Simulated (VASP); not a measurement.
# Al3B2N (R-3m) in VASP: a series of runs, part 4 of 4

VASP 6.6.1.

## 5. Single point, PBE, collinear spin, ferromagnetic start

INCAR

```
SYSTEM = Al3B2N
  PREC = Accurate
  ENCUT = 520
  EDIFF = 1E-7
  ISMEAR = 0
  SIGMA = 0.1
  LREAL = .False.
  LASPH = .True.
  NELM = 150
  ALGO = Normal
  ISIF = 2
  LWAVE = .False.
  LCHARG = .False.
  ISPIN = 2
  MAGMOM = 0 0 0 0 0 1
  LORBIT = 11
  GGA = PE
  NBANDS = 23
```

KPOINTS

```
regular mesh
0
Gamma
  6 6 6
  0 0 0
```

POSCAR

```
Al3B2N
1.0
    2.4030369300      1.3873940200      3.7838047200
   -2.4030369300      1.3873940200      3.7838047200
    0.0000000000     -2.7747880400      3.7838047200
Al B N
3 2 1
Direct
    0.0000000000      0.5000000000      0.0000000000
    0.5000000000      0.0000000000      0.0000000000
    0.0000000000      0.0000000000      0.5000000000
    0.6257190100      0.6257190100      0.6257190100
    0.3742809900      0.3742809900      0.3742809900
    0.0000000000      0.0000000000      0.0000000000
```

Potentials or basis: VASP PAW PBE potentials, release 64 (Al, B, N).

Started as:

```bash
> cat potpaw_PBE.64/Al/POTCAR potpaw_PBE.64/B/POTCAR potpaw_PBE.64/N/POTCAR > POTCAR
> mpirun -np 1 vasp_std > vasp.out
```

OUTCAR:

```text
SYSTEM = Al3B2N
   PREC = Accurate
   ENCUT = 520
   EDIFF = 1E-7
   ISMEAR = 0
   LREAL = .False.
   LASPH = .True.
   NELM = 150
   ISIF = 2
   ISPIN = 2
   LORBIT = 11
   GGA = PE

 ion  position               nearest neighbor table
   1  0.000  0.500  0.000-   6 2.35   6 2.35   2 2.40   2 2.40   3 2.40   3 2.40   4 2.73   5 2.73

   2  0.500  0.000  0.000-   6 2.35   6 2.35   1 2.40   1 2.40   3 2.40   3 2.40   4 2.73   5 2.73

   3  0.000  0.000  0.500-   6 2.35   6 2.35   2 2.40   1 2.40   1 2.40   2 2.40   4 2.73   5 2.73

   4  0.626  0.626  0.626-   1 2.73   2 2.73   3 2.73
   5  0.374  0.374  0.374-   1 2.73   2 2.73   3 2.73
   6  0.000  0.000  0.000-   1 2.35   2 2.35   1 2.35   2 2.35   3 2.35   3 2.35

  LATTYP: Found a trigonal (rhomboedric) cell.
 ALAT       =     4.6921878493
 COS(alpha) =     0.4754340403

  Lattice vectors:

 A1 = (   2.4030369300,   1.3873940200,   3.7838047200)
 A2 = (  -2.4030369300,   1.3873940200,   3.7838047200)
 A3 = (   0.0000000000,  -2.7747880400,   3.7838047200)

Analysis of symmetry for initial positions (statically):
=====================================================================
 Subroutine PRICEL returns:
 Original cell was already a primitive cell.

 Routine SETGRP: Setting up the symmetry group for a
 trigonal (rhombohedral) supercell.

 Subroutine GETGRP returns: Found 12 space group operations
 (whereof 12 operations were pure point group operations)
 out of a pool of 12 trial point group operations.

The static configuration has the point symmetry D_3d.

Analysis of symmetry for dynamics (positions and initial velocities):
=====================================================================
 Subroutine PRICEL returns:
 Original cell was already a primitive cell.

 Routine SETGRP: Setting up the symmetry group for a
 trigonal (rhombohedral) supercell.

 Subroutine GETGRP returns: Found 12 space group operations
[... 184 lines left out ...]
 k-point     1 :       0.0000    0.0000    0.0000
  band No.  band energies     occupation
      1      -7.9779      1.00000
      2      -2.4965      1.00000
      3       0.7413      1.00000
      4       2.7159      1.00000
      5       2.7159      1.00000
      6       3.1895      1.00000
[... 589 lines left out ...]
     21      14.6843      0.00000
     22      15.4240      0.00000

 [... further k-points ...]

 spin component 2

 k-point     1 :       0.0000    0.0000    0.0000
  band No.  band energies     occupation
      1      -7.9780      1.00000
      2      -2.4965      1.00000
      3       0.7413      1.00000
      4       2.7158      1.00000
      5       2.7158      1.00000
      6       3.1895      1.00000
[... 589 lines left out ...]
     21      14.6843      0.00000
     22      15.4239      0.00000

 [... further k-points ...]

 [bands above 22 left out]

------------------------ aborting loop because EDIFF is reached ----------------------------------------

  FORCE on cell =-STRESS in cart. coord.  units (eV):
  Direction    XX          YY          ZZ          XY          YZ          ZX
  --------------------------------------------------------------------------------------
  -------------------------------------------------------------------------------------
  Total        6.4773090      6.4773090    -16.8728387     -0.0000000      0.0000000      0.0000000
  in kB      137.1086853    137.1086856   -357.1564600     -0.0000000      0.0000000      0.0000000
  external PRESSURE =     -27.6463630 kB  Pullay stress =       0.0000000 kB

 VOLUME and BASIS-vectors are now :
 -----------------------------------------------------------------------------
  energy-cutoff  :      520.00
  volume of cell :       75.69
      direct lattice vectors                 reciprocal lattice vectors
     2.403036930  1.387394020  3.783804720     0.208070044  0.120129296  0.088094751
    -2.403036930  1.387394020  3.783804720    -0.208070044  0.120129296  0.088094751
     0.000000000 -2.774788040  3.783804720     0.000000000 -0.240258592  0.088094751

 POSITION                                       TOTAL-FORCE (eV/Angst)
 -----------------------------------------------------------------------------------
     -1.20152      0.69370      1.89190         0.000000     -0.000000      0.000000
      1.20152      0.69370      1.89190         0.000000     -0.000000      0.000000
      0.00000     -1.38739      1.89190        -0.000000     -0.000000     -0.000000
      0.00000      0.00000      7.10280        -0.000000     -0.000000     -0.443996
      0.00000      0.00000      4.24862        -0.000000      0.000000      0.443996
      0.00000      0.00000      0.00000         0.000000     -0.000000      0.000000
 -----------------------------------------------------------------------------------
    total drift:                                0.000000     -0.000000      0.000000

  FREE ENERGIE OF THE ION-ELECTRON SYSTEM (eV)
  ---------------------------------------------------
  free  energy   TOTEN  =       -24.4200579789 eV

  energy  without entropy=      -24.4118759128  energy(sigma->0) =      -24.41596695

 total charge

# of ion       s       p       d       tot
------------------------------------------
    1        0.427   0.369   0.000   0.796
    2        0.427   0.369   0.000   0.796
    3        0.427   0.369   0.000   0.796
    4        0.824   0.589   0.000   1.413
    5        0.824   0.589   0.000   1.413
    6        1.313   2.199   0.000   3.512
--------------------------------------------------
tot          4.242   4.483   0.000   8.726

 magnetization (x)

# of ion       s       p       d       tot
------------------------------------------
    1        0.000   0.000   0.000   0.000
    2        0.000   0.000   0.000   0.000
    3        0.000   0.000   0.000   0.000
    4        0.000   0.000   0.000   0.000
    5        0.000   0.000   0.000   0.000
    6       -0.000  -0.000   0.000  -0.000
--------------------------------------------------
tot         -0.000  -0.000   0.000  -0.000
```

stdout:

```text
POSCAR found type information on POSCAR AlB N
 POSCAR found :  3 types and       6 ions
 scaLAPACK will be used
 LDA part: xc-table for (Slater+PW92), standard interpolation
 POSCAR, INCAR and KPOINTS ok, starting setup
 FFT: planning ... GRIDC
 FFT: planning ... GRID_SOFT
 FFT: planning ... GRID
 WAVECAR not read
 entering main loop
```

Run time: 3.9 min. Hardware: 1 thread of Intel Xeon 8259CL, shared host; peak memory 0.28 GiB.

What came out:

```
Free energy                                           : -24.4201 eV
Pressure                                              : -2.8 GPa
Largest force                                         : 0.444 eV/Å
Band gap on the k mesh                                : zero (filled and empty bands overlap)
Net moment                                            : 0.00 μB per cell
Valence electrons inside the program's atomic spheres : Al 0.80; B 1.41; N 3.51
```

Forces in eV/Å, atoms in the order of the input:
```
Al   0.000  0.000  0.000
Al   0.000  0.000  0.000
Al   0.000  0.000  0.000
B    0.000  0.000 -0.444
B    0.000  0.000  0.444
N    0.000  0.000  0.000
```

## 6. Relaxation of cell and atoms, PBE

This run uses another cell than the first one, of 10.73 Å³/atom.

INCAR

```
ALGO = Normal
EDIFF = 1E-6
EDIFFG = -0.01
ENCUT = 600
GGA = PE
IBRION = 2
ISIF = 3
ISMEAR = 0
LASPH = T
LCHARG = F
LREAL = F
LWAVE = F
NELM = 60
NSW = 100
PREC = Accurate
SIGMA = 0.1
```

KPOINTS

```
k-points
0
Gamma
  12 12 12
```

POSCAR

```
Al3B2N
1.0
    2.7311336773      1.5768207638      2.4918987891
   -2.7311336773      1.5768207638      2.4918987891
    0.0000000000     -3.1536415276      2.4918987891
Al B N
3 2 1
Direct
    0.0000000000      0.5000000000      0.0000000000
    0.5000000000      0.0000000000      0.0000000000
    0.0000000000      0.0000000000      0.5000000000
    0.6095205079      0.6095205079      0.6095205079
    0.3904794921      0.3904794921      0.3904794921
    0.0000000000      0.0000000000      0.0000000000
```

Potentials or basis: VASP PAW PBE potentials, release 64 (Al, B, N).

Started as:

```bash
> cat potpaw_PBE.64/Al/POTCAR potpaw_PBE.64/B/POTCAR potpaw_PBE.64/N/POTCAR > POTCAR
> mpirun -np 1 vasp_std > vasp.out
```

It took 8.2 min on 1 thread of Intel Xeon 8259CL, shared host; peak memory 0.34 GiB.

The run converged. Its results:

```
Free energy                           : -31.9529 eV
Relaxed volume                        : 10.70 Å³/atom
Relaxed cell                          : a = 4.016 Å, b = 4.016 Å, c = 4.016 Å, α = 85.53°, β = 85.53°, γ = 85.53°
Space group after relaxing (to 0.1 Å) : R-3m (No. 166)
Energy gained by relaxing             : 0.1 meV/atom
Ionic steps                           : 5
Pressure after relaxing               : 0.0 GPa
Band gap on the k mesh                : zero (bands 10 and 11 overlap by 2.37 eV)
```

Step by step:
| step | energy change (eV) | largest force (eV/Å) | pressure (GPa) | volume (Å³) |
| --- | --- | --- | --- | --- |
| 1 | 0.0000 | 0.0523 | -0.32 | 64.39 |
| 2 | -0.0003 | 0.0466 | 0.12 | 64.19 |
| 3 | -0.0003 | 0.0233 | 0.02 | 64.23 |
| 4 | -0.0004 | 0.0121 | -0.01 | 64.20 |
| 5 | -0.0004 | 0.0017 | 0.01 | 64.21 |

Final structure:
```yaml
crystal:
  lattice:
    - [2.72672, 1.57427, 2.49299]
    - [-2.72672, 1.57427, 2.49299]
    - [0.00000, -3.14855, 2.49299]
  atoms:
    - { symbol: Al, position: [0.00000, 0.50000, 0.00000] }
    - { symbol: Al, position: [0.50000, 0.00000, 0.00000] }
    - { symbol: Al, position: [0.00000, 0.00000, 0.50000] }
    - { symbol: B, position: [0.60930, 0.60930, 0.60930] }
    - { symbol: B, position: [0.39070, 0.39070, 0.39070] }
    - { symbol: N, position: [0.00000, 0.00000, 0.00000] }
```

Levels at points of the mesh, in eV from the Fermi level:
```
           k point  band 7  band 8  band 9  band 10  band 11  band 12  band 13  band 14
(0.00, 0.00, 0.00)   -3.04   -3.04   -3.02    -1.22    -1.22     3.60     3.62     3.62
(0.50, 0.00, 0.00)   -3.60   -2.33   -2.05    -1.56    -0.08     1.31     3.80     3.87
(0.50, 0.50, 0.00)   -3.91   -3.04   -2.13    -1.56     0.31     1.16     3.37     4.56
(0.50, 0.50, 0.50)   -5.83   -5.83   -1.75     1.15     1.15     4.20     4.71     7.12
```

## 7. The runs side by side

| task | spin | cell | k mesh | cutoff (eV) | gap on the mesh (eV) | pressure (GPa) | moment (μB) | relaxed volume (Å³/atom) | largest force (eV/Å) |
| --- | --- | --- | --- | --- | --- | --- | --- | --- | --- |
| relaxation of cell and atoms | off | relaxed from a = 4.692 Å, angles 61.6°, 6 atoms, atomic positions A | 6 × 6 × 6 | 600 | none | 0.0 | - | 10.72 | - |
| single point | collinear, ferromagnetic start | a = 4.019 Å, angles 85.6°, 6 atoms, atomic positions B | 6 × 6 × 6 | 520 | none | -0.1 | 0.00 | - | 0.02 |
| single point | off | a = 4.017 Å, angles 85.5°, 6 atoms, atomic positions B | 12 × 12 × 12 | 520 | none | -0.1 | - | - | 0.01 |
| single point | collinear, ferromagnetic start | a = 4.692 Å, angles 61.6°, 6 atoms, atomic positions A | 6 × 6 × 6 | 520 | none | -2.8 | 0.00 | - | 0.44 |
| relaxation of cell and atoms | off | relaxed from a = 4.019 Å, angles 85.6°, 6 atoms, atomic positions B | 12 × 12 × 12 | 600 | none | 0.0 | - | 10.70 | - |

Alike in all rows: level PBE; potentials or basis VASP PAW PBE potentials, release 64 (Al, B, N); smearing gaussian 0.1 eV.

Caveats: the volume moved by over 15 % at a fixed basis, so the end points are rough (at least some runs).

Absolute energies hang on the potentials; compare differences alone.
